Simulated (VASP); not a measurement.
# PtSe2 (P-3m1) in VASP: further runs

PtSe2 is run at these levels: PBEsol, LDA, PBE-based screened hybrid; tasks: single point.

Everything below comes from runs of VASP 6.6.1. Logs are shortened: lines on timing, memory, paths and dates and some standing lists are left out, and cuts for length are marked.

### 1 The cell of the first run

It takes space group P-3m1 (No. 164, trigonal). The conventional cell has a = 3.729 Å, b = 3.729 Å, c = 5.277 Å, α = 90.00°, β = 90.00°, γ = 120.00°. Pt (site symmetry -3m) has 6 Se at 2.51 Å within 3.3 Å. Se (site symmetry 3m) has 3 Pt at 2.51 Å within 3.3 Å.

### 2 Single point, PBEsol

File INCAR:

```
  PREC = Accurate
  ENCUT = 500
  EDIFF = 1E-6
  ISMEAR = 1
  SIGMA = 0.2
  LREAL = False
  LASPH = True
  NELM = 120
  ALGO = Normal
  ISIF = 2
  LWAVE = False
  LCHARG = False
  GGA = PS
  NBANDS = 18
  GGA_COMPAT = False
```

File KPOINTS:

```
regular mesh
0
Gamma
  6 6 4
```

File POSCAR:

```
PtSe2
1.0
    3.7286503637      0.0000000000      0.0000000000
   -1.8643251819      3.2291059368      0.0000000000
    0.0000000000      0.0000000000      5.2771566385
Pt Se
1 2
Direct
    0.0000000000      0.0000000000      0.0000000000
    0.3333333333      0.6666666667      0.2462188963
    0.6666666667      0.3333333333      0.7537811037
```

Potentials or basis: VASP PAW PBE potentials, release 64 (Pt, Se).

The run is started by

```sh
$ cat potpaw_PBE.64/Pt/POTCAR potpaw_PBE.64/Se/POTCAR > POTCAR
$ mpirun -np 1 vasp_std > vasp.out
```

OUTCAR:

```text
PREC = Accurate
   ENCUT = 500
   EDIFF = 1E-6
   ISMEAR = 1
   LREAL = False
   LASPH = True
   NELM = 120
   ISIF = 2
   GGA = PS

 ion  position               nearest neighbor table
   1  0.000  0.000  0.000-   2 2.51   3 2.51   3 2.51   2 2.51   3 2.51   2 2.51
   2  0.333  0.667  0.246-   1 2.51   1 2.51   1 2.51
   3  0.667  0.333  0.754-   1 2.51   1 2.51   1 2.51

  LATTYP: Found a hexagonal cell.
 ALAT       =     3.7286503637
 C/A-ratio  =     1.4152994043

  Lattice vectors:

 A1 = (   3.7286503637,   0.0000000000,   0.0000000000)
 A2 = (  -1.8643251819,   3.2291059368,   0.0000000000)
 A3 = (   0.0000000000,   0.0000000000,   5.2771566385)

Analysis of symmetry for initial positions (statically):
=====================================================================
 Subroutine PRICEL returns:
 Original cell was already a primitive cell.

 Routine SETGRP: Setting up the symmetry group for a
 hexagonal supercell.

 Subroutine GETGRP returns: Found 12 space group operations
 (whereof 12 operations were pure point group operations)
 out of a pool of 24 trial point group operations.

The static configuration has the point symmetry D_3d.

Analysis of symmetry for dynamics (positions and initial velocities):
=====================================================================
 Subroutine PRICEL returns:
 Original cell was already a primitive cell.

 Routine SETGRP: Setting up the symmetry group for a
 hexagonal supercell.

 Subroutine GETGRP returns: Found 12 space group operations
 (whereof 12 operations were pure point group operations)
 out of a pool of 24 trial point group operations.

The dynamic configuration has the point symmetry D_3d.

 Subroutine INISYM returns: Found 12 space group operations
 (whereof 12 operations are pure point group operations),
 and found     1 'primitive' translations

----------------------------------------------------------------------------------------

                                     Primitive cell

  volume of cell :      63.5381

  direct lattice vectors                    reciprocal lattice vectors
     3.728650364  0.000000000  0.000000000     0.268193556  0.154841622  0.000000000
    -1.864325182  3.229105937  0.000000000     0.000000000  0.309683243  0.000000000
     0.000000000  0.000000000  5.277156639     0.000000000  0.000000000  0.189495986

  length of vectors
     3.728650364  3.728650364  5.277156639     0.309683243  0.309683243  0.189495986

  position of ions in fractional coordinates (direct lattice)
     0.000000000  0.000000000  0.000000000
     0.333333333  0.666666667  0.246218896
     0.666666667  0.333333333  0.753781104

  ion indices of the primitive-cell ions
   primitive index   ion index
                 1           1
                 2           2
                 3           3

----------------------------------------------------------------------------------------

 KPOINTS: regular mesh

Automatic generation of k-mesh.
 Grid dimensions read from file:
 generate k-points for:    6    6    4

 Generating k-lattice:

  Cartesian coordinates                     Fractional coordinates (reciprocal lattice)
     0.044698926  0.025806937  0.000000000     0.166666667  0.000000000  0.000000000
     0.000000000  0.051613874  0.000000000     0.000000000  0.166666667  0.000000000
     0.000000000  0.000000000  0.047373996     0.000000000  0.000000000  0.250000000

  Length of vectors
     0.051613874  0.051613874  0.047373996

  Shift w.r.t. Gamma in fractional coordinates (k-lattice)
     0.000000000  0.000000000  0.000000000

 Subroutine IBZKPT returns following result:
 ===========================================

 Found     24 irreducible k-points:

 Following reciprocal coordinates:
            Coordinates               Weight
  0.000000  0.000000  0.000000      1.000000
  0.166667  0.000000  0.000000      6.000000
  0.333333  0.000000  0.000000      6.000000
  0.500000  0.000000  0.000000      3.000000
  0.166667  0.166667  0.000000      6.000000
  0.333333  0.166667  0.000000     12.000000
[... 16 lines left out ...]
  0.333333  0.166667  0.500000     12.000000
  0.333333  0.333333  0.500000      2.000000
   k-points           NKPTS =     24   k-points in BZ     NKDIM =     24   number of bands    NBANDS=     18
   number of dos      NEDOS =    301   number of ions     NIONS =      3
   total plane-waves  NPLWV =  31360
   dimension x,y,z NGX =    28 NGY =   28 NGZ =   40
   dimension x,y,z NGXF=    56 NGYF=   56 NGZF=   80
   ions per type =               1   2
   NGX,Y,Z   is equivalent  to a cutoff of  12.48, 12.48, 12.60 a.u.
   NGXF,Y,Z  is equivalent  to a cutoff of  24.97, 24.97, 25.20 a.u.
 SYSTEM =  unknown system
   PREC   = accura    normal or accurate (medium, high low for compatibility)
   ISTART =      0    job   : 0-new  1-cont  2-samecut
   ICHARG =      2    charge: 1-file 2-atom 10-const
   ISPIN  =      1    spin polarized calculation?
   LNONCOLLINEAR =      F non collinear calculations
   LSORBIT =      F    spin-orbit coupling
   LASPH  =      T    aspherical Exc in radial PAW
   ENCUT  =  500.0 eV  36.75 Ry    6.06 a.u.   6.80  6.80  9.62*2*pi/ulx,y,z
   NELM   =    120;   NELMIN=  2; NELMDL= -5     # of ELM steps
   EDIFF  = 0.1E-05   stopping-criterion for ELM
   LREAL  =      F    real-space projection
   EDIFFG = 0.1E-04   stopping-criterion for IOM
   NSW    =      0    number of steps for IOM
   IBRION =     -1    ionic relax: 0-MD 1-quasi-New 2-CG
   NFREE  =      0    steps in history (QN), initial steepest desc. (CG)
   ISIF   =      2    stress and relaxation
   ISYM   =      2    0-nonsym 1-usesym 2-fastsym
   POTIM  = 0.5000    time-step for ionic-motion
   TEBEG  =    0.0;   TEEND  =   0.0 temperature during run
   PSTRESS=    0.0 pullay stress
   NELECT =      22.0000    total number of electrons
   NUPDOWN=      -1.0000    fix difference up-down
   EMIN   =  10.00;   EMAX   =-10.00  energy-range for DOS
   EFERMI =   0.00;   METHOD = LEGACY
   ISMEAR =     1;   SIGMA  =   0.20  broadening in eV -4-tet -1-fermi 0-gaus
   EFERMI_NEDOS =   21; number of points for ismear=-14 and -15
   IALGO  =     38    algorithm
   IMIX   =      4    mixing-type and parameters
     AMIX     =   0.40;   BMIX     =  1.00
     AMIX_MAG =   1.60;   BMIX_MAG =  1.00
  volume/ion in A,a.u.               =      21.18       142.93
  Fermi-wavevector in a.u.,A,eV,Ry     =   1.149576  2.172384 17.980444  1.321525
  Thomas-Fermi vector in A             =   2.286245
   LORBIT       =      0    0 simple, 1 ext, 2 COOP (PROOUT), +10 PAW based schemes
   GGA     = PS    functional components
   LHFCALC =     F    Hartree Fock is set to
   AEXX    =    0.0000 exact exchange contribution
   IVDW    =     0    specifies the selected vdW correction
   LEPSILON=     F    determine dielectric tensor
   LRPA    =     F    only Hartree local field effects (RPA)
 non-spin polarized calculation
 Methfessel and Paxton  Order N= 1 SIGMA  =   0.20
  energy-cutoff  :      500.00
  volume of cell :       63.54
 maximum number of plane-waves:      1651
 NGX is ok and might be reduce to    28
   NGX = 13   NGY = 13   NGZ = 19

 number of electron      21.9999999 magnetization

 Free energy of the ion-electron system (eV)
  ---------------------------------------------------
  ext. energy  EPLUGINS =         0.00000000
  ---------------------------------------------------
  free energy    TOTEN  =       -15.87723841 eV

  energy without entropy =      -15.87697496  energy(sigma->0) =      -15.87715059

 E-fermi :   5.8255     XC(G=0): -10.5621

 val. band max:        5.7204541309   @ k =   0.0000   0.1667   0.2500
 cond. band min:       5.8612324768   @ k =   0.3333   0.3333   0.0000
 fundamental gap:      0.1407783459
 Fermi energy:         5.8255296913

 k-point     1 :       0.0000    0.0000    0.0000
  band No.  band energies     occupation
      1      -9.5765      2.00000
      2      -7.0830      2.00000
      3      -1.1274      2.00000
      4      -0.3884      2.00000
      5      -0.3884      2.00000
      6       1.9584      2.00000
[... 10 lines left out ...]
     17      13.1653      0.00000
     18      17.4186      0.00000

 k-point     2 :       0.1667    0.0000    0.0000
  band No.  band energies     occupation
      1      -9.2795      2.00000
      2      -7.1754      2.00000
      3      -0.7774      2.00000
      4      -0.2272      2.00000
      5      -0.2108      2.00000
      6       1.4569      2.00000
[... 10 lines left out ...]
     17      14.0460      0.00000
     18      14.7937      0.00000

 k-point     3 :       0.3333    0.0000    0.0000
  band No.  band energies     occupation
      1      -8.5321      2.00000
      2      -7.4053      2.00000
      3      -0.5628      2.00000
      4       0.0973      2.00000
      5       0.2919      2.00000
      6       0.5731      2.00000
[... 10 lines left out ...]
     17      13.7817      0.00000
     18      14.7168      0.00000

 k-point     4 :       0.5000    0.0000    0.0000
  band No.  band energies     occupation
      1      -7.8112      2.00000
      2      -7.7834      2.00000
      3      -1.3347      2.00000
      4       0.1777      2.00000
      5       0.6670      2.00000
      6       1.5564      2.00000
[... 10 lines left out ...]
     17      13.2619      0.00000
     18      16.9211      0.00000

 k-point     5 :       0.1667    0.1667    0.0000
  band No.  band energies     occupation
      1      -8.7547      2.00000
      2      -7.3261      2.00000
      3      -0.2076      2.00000
      4      -0.0229      2.00000
      5       0.0279      2.00000
      6       0.7534      2.00000
[... 10 lines left out ...]
     17      13.6695      0.00000
     18      14.3079      0.00000

 k-point     6 :       0.3333    0.1667    0.0000
  band No.  band energies     occupation
      1      -8.0214      2.00000
      2      -7.5591      2.00000
      3      -0.9171      2.00000
      4      -0.0258      2.00000
      5       0.6001      2.00000
      6       0.9143      2.00000
[... 10 lines left out ...]
     17      14.8073      0.00000
     18      15.0023      0.00000

 k-point     7 :       0.3333    0.3333    0.0000
  band No.  band energies     occupation
      1      -7.6777      2.00000
      2      -7.6777      2.00000
      3      -0.8358      2.00000
      4      -0.1222      2.00000
      5      -0.1222      2.00000
      6       1.2172      2.00000
[... 10 lines left out ...]
     17      14.6173      0.00000
     18      16.0331      0.00000

 k-point     8 :       0.0000    0.0000    0.2500
  band No.  band energies     occupation
      1      -9.3933      2.00000
      2      -7.4812      2.00000
      3      -0.4666      2.00000
      4      -0.3700      2.00000
      5      -0.3700      2.00000
      6       1.9481      2.00000
[... 10 lines left out ...]
     17      12.9856      0.00000
     18      15.8836      0.00000
[... 229 lines left out ...]
     17      13.8682      0.00000
     18      13.9532      0.00000

 k-point    20 :       0.3333    0.0000    0.5000
  band No.  band energies     occupation
      1      -8.1989      2.00000
      2      -7.7784      2.00000
      3      -0.9123      2.00000
      4      -0.2279      2.00000
      5       0.0155      2.00000
      6       1.3336      2.00000
[... 10 lines left out ...]
     17      15.0767      0.00000
     18      15.6812      0.00000

 k-point    21 :       0.5000    0.0000    0.5000
  band No.  band energies     occupation
      1      -7.9460      2.00000
      2      -7.5656      2.00000
      3      -1.5914      2.00000
      4       0.0273      2.00000
      5       0.2429      2.00000
      6       0.9650      2.00000
[... 10 lines left out ...]
     17      15.2134      0.00000
     18      15.8599      0.00000

 k-point    22 :       0.1667    0.1667    0.5000
  band No.  band energies     occupation
      1      -8.3587      2.00000
      2      -7.8300      2.00000
      3      -0.6775      2.00000
      4      -0.2874      2.00000
      5       0.4359      2.00000
      6       1.1359      2.00000
[... 10 lines left out ...]
     17      13.9317      0.00000
     18      14.4201      0.00000

 k-point    23 :       0.3333    0.1667    0.5000
  band No.  band energies     occupation
      1      -7.8687      2.00000
      2      -7.6724      2.00000
      3      -1.1068      2.00000
      4      -0.3312      2.00000
      5       0.4293      2.00000
      6       1.2120      2.00000
[... 10 lines left out ...]
     17      14.0210      0.00000
     18      15.3742      0.00000

 k-point    24 :       0.3333    0.3333    0.5000
  band No.  band energies     occupation
      1      -7.6598      2.00000
      2      -7.6598      2.00000
      3      -0.3764      2.00000
      4      -0.3764      2.00000
      5      -0.3514      2.00000
      6       1.4016      2.00000
[... 10 lines left out ...]
     17      13.2996      0.00000
     18      15.7350      0.00000

------------------------ aborting loop because EDIFF is reached ----------------------------------------

  FORCE on cell =-STRESS in cart. coord.  units (eV):
  Direction    XX          YY          ZZ          XY          YZ          ZX
  --------------------------------------------------------------------------------------
  -------------------------------------------------------------------------------------
  Total       -0.2027947     -0.2027947     -0.7662459      0.0000000      0.0000000      0.0000000
  in kB       -5.1136766     -5.1136766    -19.3216775      0.0000000      0.0000000      0.0000000
  external PRESSURE =      -9.8496769 kB  Pullay stress =       0.0000000 kB

 VOLUME and BASIS-vectors are now :
 -----------------------------------------------------------------------------
  energy-cutoff  :      500.00
  volume of cell :       63.54
      direct lattice vectors                 reciprocal lattice vectors
     3.728650364  0.000000000  0.000000000     0.268193556  0.154841622  0.000000000
    -1.864325182  3.229105937  0.000000000     0.000000000  0.309683243  0.000000000
     0.000000000  0.000000000  5.277156639     0.000000000  0.000000000  0.189495986

 POSITION                                       TOTAL-FORCE (eV/Angst)
 -----------------------------------------------------------------------------------
      0.00000      0.00000      0.00000        -0.000000      0.000000      0.000000
     -0.00000      2.15274      1.29934         0.000000      0.000000     -0.083222
      1.86433      1.07637      3.97782        -0.000000      0.000000      0.083222
 -----------------------------------------------------------------------------------
    total drift:                               -0.000000      0.000000      0.000000

  FREE ENERGIE OF THE ION-ELECTRON SYSTEM (eV)
  ---------------------------------------------------
  free  energy   TOTEN  =       -15.8772384134 eV

  energy  without entropy=      -15.8769749566  energy(sigma->0) =      -15.87715059
```

Run time: 14 s. Hardware: 1 thread of Intel Xeon Platinum 8488C (Sapphire Rapids), shared host; peak memory 0.19 GiB.

Results:

| Item | Value |
| --- | --- |
| Free energy | -15.8772 eV |
| Pressure | -1.0 GPa |
| Largest force | 0.083 eV/Å |
| Band gap on the k mesh | zero (band 11 reaches 6.06 eV, above the bottom of band 12 at 5.86 eV) |

Forces in eV/Å, atoms in the order of the input:
```
Pt   0.000  0.000  0.000
Se   0.000  0.000 -0.083
Se   0.000  0.000  0.083
```

Levels at points of the mesh, in eV from the Fermi level:
```
           k point  band 8  band 9  band 10  band 11  band 12  band 13  band 14  band 15
(0.00, 0.00, 0.00)   -2.55   -0.96    -0.96     0.23     1.56     1.56     3.77     3.93
(0.50, 0.00, 0.00)   -3.33   -3.27    -3.25    -2.90     0.71     2.20     4.61     5.62
(0.00, 0.00, 0.50)   -2.87   -1.76    -1.30    -1.30     2.22     2.22     4.69     6.04
(0.50, 0.00, 0.50)   -3.34   -3.07    -2.70    -1.48     1.10     1.50     4.22     4.69
```

Caveat: the PAW data sets were made with another functional, which shifts forces and pressure a little; spin-orbit coupling is left out, which moves the levels of the heavy elements.

### 3 Single point, LDA

File INCAR:

```
SYSTEM = PtSe2
PREC = Accurate
ENCUT = 500
EDIFF = 1E-6
ISMEAR = -1
SIGMA = 0.02
LREAL = .FALSE.
LASPH = .TRUE.
NELM = 120
ALGO = Normal
ISIF = 2
LWAVE = .FALSE.
LCHARG = .TRUE.
GGA = CA
LELF = .TRUE.
LVHAR = .TRUE.
NBANDS = 18
GGA_COMPAT = .FALSE.
```

File KPOINTS:

```
Automatic mesh
0
G
  6 6 4
  0 0 0
```

POSCAR is that of step 2.

Potentials or basis: VASP PAW LDA potentials, release 64 (Pt, Se).

The run is started by

```sh
$ cat potpaw_LDA.64/Pt/POTCAR potpaw_LDA.64/Se/POTCAR > POTCAR
$ mpirun -np 1 vasp_std > vasp.out
```

Wall time 13 s (1 thread of Intel Xeon Platinum 8488C (Sapphire Rapids), shared host); peak memory 0.17 GiB.

Results (log left out):

* Free energy: -17.0184 eV
* Pressure: -3.2 GPa
* Largest force: 0.210 eV/Å
* Band gap on the k mesh: zero (band 11 reaches 6.15 eV, above the bottom of band 12 at 5.94 eV)

Forces in eV/Å, atoms in the order of the input:
```
Pt   0.000  0.000  0.000
Se   0.000  0.000 -0.210
Se   0.000  0.000  0.210
```

Stress tensor (GPa, compression positive):
```
-2.77  0.00  0.00
 0.00 -2.77  0.00
 0.00  0.00 -3.93
```

Levels at points of the mesh, in eV from the Fermi level:
```csv
k point,band 8,band 9,band 10,band 11,band 12,band 13,band 14,band 15
"(0.00, 0.00, 0.00)",-2.52,-0.95,-0.95,0.24,1.56,1.56,3.79,3.88
"(0.50, 0.00, 0.00)",-3.31,-3.26,-3.22,-2.88,0.70,2.20,4.62,5.63
"(0.00, 0.00, 0.50)",-2.88,-1.73,-1.28,-1.28,2.21,2.21,4.72,6.01
"(0.50, 0.00, 0.50)",-3.32,-3.05,-2.67,-1.45,1.10,1.48,4.23,4.68
```

Caveat: spin-orbit coupling is left out, which moves the levels of the heavy elements.

(Continued in part 2 of 2.)
